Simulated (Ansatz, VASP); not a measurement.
Si in VASP and in Ansatz

```
Si
1.0
     2.61590    0.00000    0.00000
    -1.30795    2.26544    0.00000
     0.00000    0.00000    4.53732
Si
2
Direct
  0.33333 0.66667 0.25000
  0.66667 0.33333 0.75000
```

Alike in both runs: functional r2SCAN; dispersion D4; k mesh 13 × 13 × 7; no spin polarisation.

Ansatz relaxed the structure, and its values are those at the end. VASP's run is a single point on that final structure, the one shown.

|  | VASP | Ansatz |
| --- | --- | --- |
| version | VASP 6.6.1 | Ansatz 0.2.0 |
| potentials or method | VASP PAW PBE potentials, release 64 (Si) | plane waves, PAW |
| plane-wave cutoff (eV) | 520 | 500 |
| occupations | methfessel-paxton of order 1, width 0.1 eV | cold |
| valence electrons in the cell | 8 | 8 |

```tsv
	VASP	Ansatz	Ansatz less VASP
pressure (GPa)	0.0	0.0	0.00
```

VASP's potentials were made for PBE, not for r2SCAN. Ansatz's warnings: structure snapped to symmetry.
